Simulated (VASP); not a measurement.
# Sn3Se in VASP: further runs

Sn3Se is run at these levels: r2SCAN-based global hybrid with 25 % exact exchange, PBEsol; tasks: single point, relaxation of the atoms.

All numbers are computed with VASP 6.6.1; they aren't measurements. Logs are shortened: lines on timing, memory, paths and dates and some standing lists are left out, and cuts for length are marked.

## (1) The cell of the first run

It takes space group Fm-3m (No. 225, cubic). The conventional cell has a = 7.466 Å, b = 7.466 Å, c = 7.466 Å, α = 90.00°, β = 90.00°, γ = 90.00°. Within 4.3 Å of Sn (site symmetry m-3m) lie 8 Sn at 3.23 Å and 6 Se at 3.73 Å. Within 4.3 Å of Sn (site symmetry -43m) lie 10 Sn at 3.23 to 3.73 Å and 4 Se at 3.23 Å. Se (site symmetry m-3m) has 14 Sn at 3.23 to 3.73 Å within 4.3 Å.

## (2) Single point, r2SCAN-based global hybrid with 25 % exact exchange

The input, POSCAR:

```
Sn3Se
1.0
    0.0000000000      3.7331380000      3.7331380000
    3.7331380000      0.0000000000      3.7331380000
    3.7331380000      3.7331380000      0.0000000000
Sn Se
3 1
Direct
    0.5000000000      0.5000000000      0.5000000000
    0.7500000000      0.7500000000      0.7500000000
    0.2500000000      0.2500000000      0.2500000000
    0.0000000000      0.0000000000      0.0000000000
```

The input, INCAR.step1:

```
ALGO = Normal ; EDIFF = 1E-5
ENCUT = 440 ; GGA = PE
GGA_COMPAT = F ; ISIF = 2
ISMEAR = -1 ; LASPH = T
LREAL = F ; LWAVE = T
NBANDS = 32 ; NELM = 120
PREC = Accurate ; SIGMA = 0.05
```

The input, INCAR.step2:

```
AEXX = 0.25 ; ALGO = Normal
EDIFF = 1E-6 ; ENCUT = 440
GGA_COMPAT = F ; ISIF = 2
ISMEAR = -1 ; ISTART = 1
LASPH = T ; LCHARG = T
LELF = T ; LHFCALC = T
LMIXTAU = T ; LREAL = F
LVHAR = T ; LWAVE = F
METAGGA = R2SCAN ; NBANDS = 32
NELM = 120 ; PREC = Accurate
PRECFOCK = Normal ; SIGMA = 0.05
```

The input, KPOINTS:

```
k-points
0
Gamma
  4 4 4
```

Potentials or basis: VASP PAW PBE potentials, release 64 (Sn_d, Se).

Launch:

```sh
$ cat potpaw_PBE.64/Sn_d/POTCAR potpaw_PBE.64/Se/POTCAR > POTCAR
$ cp INCAR.step1 INCAR
$ mpirun -np 1 vasp_std > vasp.out
$ cp INCAR.step2 INCAR
$ mpirun -np 1 vasp_std > vasp.out
```

OUTCAR:

```text
AEXX = 0.25
   EDIFF = 1E-6
   ENCUT = 440
   ISIF = 2
   ISMEAR = -1
   ISTART = 1
   LASPH = T
   LHFCALC = T
   LREAL = F
   METAGGA = R2SCAN
   NELM = 120
   PREC = Accurate
   PRECFOCK = Normal

 ion  position               nearest neighbor table
   1  0.500  0.500  0.500-   3 3.23   3 3.23   3 3.23   2 3.23   2 3.23   2 3.23   3 3.23   2 3.23

   2  0.750  0.750  0.750-   1 3.23   1 3.23   1 3.23   4 3.23   4 3.23   4 3.23   4 3.23   1 3.23
                             3 3.73   3 3.73   3 3.73   3 3.73   3 3.73   3 3.73
   3  0.250  0.250  0.250-   4 3.23   4 3.23   4 3.23   1 3.23   1 3.23   1 3.23   4 3.23   1 3.23
                             2 3.73   2 3.73   2 3.73   2 3.73   2 3.73   2 3.73
   4  0.000  0.000  0.000-   2 3.23   2 3.23   2 3.23   3 3.23   3 3.23   3 3.23   3 3.23   2 3.23

  LATTYP: Found a face centered cubic cell.
 ALAT       =     7.4662760000

  Lattice vectors:

 A1 = (   0.0000000000,   3.7331380000,   3.7331380000)
 A2 = (   3.7331380000,   0.0000000000,   3.7331380000)
 A3 = (   3.7331380000,   3.7331380000,   0.0000000000)

Analysis of symmetry for initial positions (statically):
=====================================================================
 Subroutine PRICEL returns:
 Original cell was already a primitive cell.

 Routine SETGRP: Setting up the symmetry group for a
 face centered cubic supercell.

 Subroutine GETGRP returns: Found 48 space group operations
 (whereof 48 operations were pure point group operations)
 out of a pool of 48 trial point group operations.

The static configuration has the point symmetry O_h .

Analysis of symmetry for dynamics (positions and initial velocities):
=====================================================================
 Subroutine PRICEL returns:
 Original cell was already a primitive cell.

 Routine SETGRP: Setting up the symmetry group for a
 face centered cubic supercell.

 Subroutine GETGRP returns: Found 48 space group operations
 (whereof 48 operations were pure point group operations)
 out of a pool of 48 trial point group operations.

The dynamic configuration has the point symmetry O_h .

 Subroutine INISYM returns: Found 48 space group operations
 (whereof 48 operations are pure point group operations),
 and found     1 'primitive' translations

----------------------------------------------------------------------------------------

                                     Primitive cell

  volume of cell :     104.0524

  direct lattice vectors                    reciprocal lattice vectors
     0.000000000  3.733138000  3.733138000    -0.133935579  0.133935579  0.133935579
     3.733138000  0.000000000  3.733138000     0.133935579 -0.133935579  0.133935579
     3.733138000  3.733138000  0.000000000     0.133935579  0.133935579 -0.133935579

  length of vectors
     5.279454390  5.279454390  5.279454390     0.231983228  0.231983228  0.231983228

  position of ions in fractional coordinates (direct lattice)
     0.500000000  0.500000000  0.500000000
     0.750000000  0.750000000  0.750000000
     0.250000000  0.250000000  0.250000000
     0.000000000  0.000000000  0.000000000

  ion indices of the primitive-cell ions
   primitive index   ion index
                 1           1
                 2           2
                 3           3
                 4           4

----------------------------------------------------------------------------------------

 KPOINTS: k-points

Automatic generation of k-mesh.
 Grid dimensions read from file:
 generate k-points for:    4    4    4

 Generating k-lattice:

  Cartesian coordinates                     Fractional coordinates (reciprocal lattice)
    -0.033483895  0.033483895  0.033483895     0.250000000  0.000000000  0.000000000
     0.033483895 -0.033483895  0.033483895     0.000000000  0.250000000  0.000000000
     0.033483895  0.033483895 -0.033483895     0.000000000  0.000000000  0.250000000

  Length of vectors
     0.057995807  0.057995807  0.057995807

  Shift w.r.t. Gamma in fractional coordinates (k-lattice)
     0.000000000  0.000000000  0.000000000

 Subroutine IBZKPT returns following result:
 ===========================================

 Found      8 irreducible k-points:

 Following reciprocal coordinates:
            Coordinates               Weight
  0.000000  0.000000  0.000000      1.000000
  0.250000  0.000000  0.000000      8.000000
  0.500000  0.000000  0.000000      4.000000
  0.250000  0.250000  0.000000      6.000000
  0.500000  0.250000  0.000000     24.000000
 -0.250000  0.250000  0.000000     12.000000
  0.500000  0.500000  0.000000      3.000000
 -0.250000  0.500000  0.250000      6.000000
   k-points           NKPTS =      8   k-points in BZ     NKDIM =     64   number of bands    NBANDS=     32
   number of dos      NEDOS =    301   number of ions     NIONS =      4
   total plane-waves  NPLWV =  46656
   dimension x,y,z NGX =    36 NGY =   36 NGZ =   36
   dimension x,y,z NGXF=    72 NGYF=   72 NGZF=   72
   ions per type =               3   1
   NGX,Y,Z   is equivalent  to a cutoff of  11.34, 11.34, 11.34 a.u.
   NGXF,Y,Z  is equivalent  to a cutoff of  22.67, 22.67, 22.67 a.u.
 SYSTEM =  unknown system
   PREC   = accura    normal or accurate (medium, high low for compatibility)
   ISTART =      1    job   : 0-new  1-cont  2-samecut
   ICHARG =      0    charge: 1-file 2-atom 10-const
   ISPIN  =      1    spin polarized calculation?
   LNONCOLLINEAR =      F non collinear calculations
   LSORBIT =      F    spin-orbit coupling
   LASPH  =      T    aspherical Exc in radial PAW
   ENCUT  =  440.0 eV  32.34 Ry    5.69 a.u.   9.03  9.03  9.03*2*pi/ulx,y,z
   NELM   =    120;   NELMIN=  2; NELMDL=  0     # of ELM steps
   EDIFF  = 0.1E-05   stopping-criterion for ELM
   LREAL  =      F    real-space projection
   EDIFFG = 0.1E-04   stopping-criterion for IOM
   NSW    =      0    number of steps for IOM
   IBRION =     -1    ionic relax: 0-MD 1-quasi-New 2-CG
   NFREE  =      0    steps in history (QN), initial steepest desc. (CG)
   ISIF   =      2    stress and relaxation
   ISYM   =      3    0-nonsym 1-usesym 2-fastsym
   POTIM  = 0.5000    time-step for ionic-motion
   TEBEG  =    0.0;   TEEND  =   0.0 temperature during run
   PSTRESS=    0.0 pullay stress
   NELECT =      48.0000    total number of electrons
   NUPDOWN=      -1.0000    fix difference up-down
   EMIN   =  10.00;   EMAX   =-10.00  energy-range for DOS
   EFERMI =   0.00;   METHOD = LEGACY
   ISMEAR =    -1;   SIGMA  =   0.05  broadening in eV -4-tet -1-fermi 0-gaus
   EFERMI_NEDOS =   21; number of points for ismear=-14 and -15
   IALGO  =     38    algorithm
   IMIX   =      1    mixing-type and parameters
     AMIX     =   0.40;   BMIX     =  1.00
     AMIX_MAG =   1.60;   BMIX_MAG =  1.00
  volume/ion in A,a.u.               =      26.01       175.55
  Fermi-wavevector in a.u.,A,eV,Ry     =   1.264944  2.390397 21.770445  1.600083
  Thomas-Fermi vector in A             =   2.398223
   LORBIT       =      0    0 simple, 1 ext, 2 COOP (PROOUT), +10 PAW based schemes
   METAGGA = R2SCAN    functional components
   LHFCALC =     T    Hartree Fock is set to
   PRECFOCK=normal    Normal, Fast or Accurate (Low or Medium for compatibility)
   ENCUT4O =  -1.0   cutoff for four orbital integrals eV
   NKREDX  =     1    reduce k-point grid by
   NKREDY  =     1    reduce k-point grid by
   NKREDZ  =     1    reduce k-point grid by
   AEXX    =    0.2500 exact exchange contribution
   HFSCREEN=    0.0000 screening length (either q_TF or 0.3 A-1)
   HFSCREENC=   0.0000 screening length for correlation (either q_TF or 0.3 A-1)
   ENCUTFOCK=  -1.0 apply spherical cutoff to Coloumb kernel
   IVDW    =     0    specifies the selected vdW correction
   LEPSILON=     F    determine dielectric tensor
   LRPA    =     F    only Hartree local field effects (RPA)
 non-spin polarized calculation
  energy-cutoff  :      440.00
  volume of cell :      104.05
 maximum number of plane-waves:      2200
  NGX = 28; NGY = 28; NGZ = 28

 number of electron      48.0000027 magnetization

 Free energy of the ion-electron system (eV)
  ---------------------------------------------------
  ext. energy  EPLUGINS =         0.00000000
  ---------------------------------------------------
  free energy    TOTEN  =       -74.32347589 eV

  energy without entropy =      -74.30937925  energy(sigma->0) =      -74.31642757

 E-fermi :   7.2021     XC(G=0):  -8.6167

 val. band max:        7.1603590524   @ k =  -0.2500   0.2500   0.0000
 cond. band min:       7.6908612814   @ k =   0.5000   0.5000   0.0000
 fundamental gap:      0.5305022290
 Fermi energy:         7.2020802456

 k-point     1 :       0.0000    0.0000    0.0000
  band No.  band energies     occupation
      1     -17.8470      2.00000
      2     -17.8470      2.00000
      3     -17.8182      2.00000
      4     -17.8182      2.00000
      5     -17.8182      2.00000
      6     -17.8021      2.00000
[... 24 lines left out ...]
     31      15.0807      0.00000
     32      15.0807      0.00000

 k-point     2 :       0.2500    0.0000    0.0000
  band No.  band energies     occupation
      1     -17.8302      2.00000
      2     -17.8302      2.00000
      3     -17.8295      2.00000
      4     -17.8244      2.00000
      5     -17.8244      2.00000
      6     -17.7993      2.00000
[... 24 lines left out ...]
     31      13.5057      0.00000
     32      14.4608      0.00000
[... 173 lines left out ...]
     31      13.6770      0.00000
     32      14.5515      0.00000

 k-point     8 :      -0.2500    0.5000    0.2500
  band No.  band energies     occupation
      1     -17.8260      2.00000
      2     -17.8254      2.00000
      3     -17.8254      2.00000
      4     -17.8168      2.00000
      5     -17.8132      2.00000
      6     -17.8079      2.00000
[... 24 lines left out ...]
     31      12.8402      0.00000
     32      16.2969      0.00000

------------------------ aborting loop because EDIFF is reached ----------------------------------------

  FORCE on cell =-STRESS in cart. coord.  units (eV):
  Direction    XX          YY          ZZ          XY          YZ          ZX
  --------------------------------------------------------------------------------------
  -------------------------------------------------------------------------------------
  Total       -2.0449394     -2.0449394     -2.0449394     -0.0000000      0.0000000      0.0000000
  in kB      -31.4875521    -31.4875521    -31.4875521     -0.0000000      0.0000000      0.0000000
  external PRESSURE =     -31.4875521 kB  Pullay stress =       0.0000000 kB

 VOLUME and BASIS-vectors are now :
 -----------------------------------------------------------------------------
  energy-cutoff  :      440.00
  volume of cell :      104.05
      direct lattice vectors                 reciprocal lattice vectors
     0.000000000  3.733138000  3.733138000    -0.133935579  0.133935579  0.133935579
     3.733138000  0.000000000  3.733138000     0.133935579 -0.133935579  0.133935579
     3.733138000  3.733138000  0.000000000     0.133935579  0.133935579 -0.133935579

 POSITION                                       TOTAL-FORCE (eV/Angst)
 -----------------------------------------------------------------------------------
      3.73314      3.73314      3.73314        -0.000000      0.000000     -0.000000
      5.59971      5.59971      5.59971        -0.000000     -0.000000     -0.000000
      1.86657      1.86657      1.86657         0.000000      0.000000      0.000000
      0.00000      0.00000      0.00000        -0.000000      0.000000     -0.000000
 -----------------------------------------------------------------------------------
    total drift:                                0.000000     -0.000001      0.000001

  FREE ENERGIE OF THE ION-ELECTRON SYSTEM (eV)
  ---------------------------------------------------
  free  energy   TOTEN  =       -74.3234758872 eV

  energy  without entropy=      -74.3093792505  energy(sigma->0) =      -74.31642757
```

It took 80 min on 1 thread of Intel Xeon Platinum 8259CL at 2.50GHz (Skylake/Cascade Lake), shared host; peak memory 0.26 GiB.

Results:

| Quantity | Value |
| --- | --- |
| Free energy | -74.3235 eV |
| Pressure | -3.1 GPa |
| Band gap on the k mesh | zero (bands 24 and 25 overlap by 2.79 eV) |

Levels at points of the mesh, in eV from the Fermi level:
| k point | band 21 | band 22 | band 23 | band 24 | band 25 | band 26 | band 27 | band 28 |
| --- | --- | --- | --- | --- | --- | --- | --- | --- |
| (0.00, 0.00, 0.00) | -3.91 | -3.35 | -1.78 | -1.78 | -1.78 | -1.21 | -1.21 | -1.21 |
| (0.50, 0.00, 0.00) | -4.52 | -3.04 | -3.04 | -1.48 | 0.74 | 2.65 | 2.65 | 4.34 |
| (0.50, 0.50, 0.00) | -6.19 | -0.90 | 0.49 | 0.49 | 1.61 | 3.37 | 3.37 | 4.10 |

Caveat: the k points lie up to 0.36 Å⁻¹ apart, too coarse for converged energies and pressures of a metal; the PAW data sets were made with another functional, which shifts forces and pressure a little; spin-orbit coupling is left out, which moves the levels of the heavy elements.

(Continued in part 2 of 2.)

The gap in the log of VASP goes by the Fermi energy; the results here count the filled bands.